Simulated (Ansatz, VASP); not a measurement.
# InH in VASP and in Ansatz

```xyz
4
Lattice="3.0813 0.0000 0.0000 0.0000 3.9319 0.0000 0.0000 0.0000 5.4316" Properties=species:S:1:pos:R:3 pbc="T T T"
In    0.0000    0.0000    3.9985
In    1.5406    1.9660    1.4331
H     0.0000    1.9660    4.8816
H     1.5406    0.0000    0.5500
```

Change from the starting cell: species swapped into the CuTe type (Pmmn, No. 59).

Alike in both runs: functional PBE; k mesh 6 × 6 × 4; occupations gaussian, width 0.1 eV; no spin polarisation.

Ansatz relaxed the structure, and its values are those at the end. VASP's run is a single point on that final structure, the one shown.

|  | VASP | Ansatz |
| --- | --- | --- |
| version | VASP 6.6.1 | Ansatz 0.2.0 |
| potentials or method | VASP PAW PBE potentials, release 64 (In_d, H), cutoff 520 eV | scalar-relativistic, plane waves, PAW |
| valence electrons in the cell | 28 | 28 |

|  | VASP | Ansatz | Ansatz less VASP |
| --- | --- | --- | --- |
| gap on the k mesh at the Fermi level (eV) | none | none | - |
| pressure (GPa) | -0.1 | 0.0 | +0.07 |
| rms of the force components (eV/Å) | 0.004 | 0.005 | +0.0007 |

A gap of «none» marks a metal or a gap that the smearing closes.
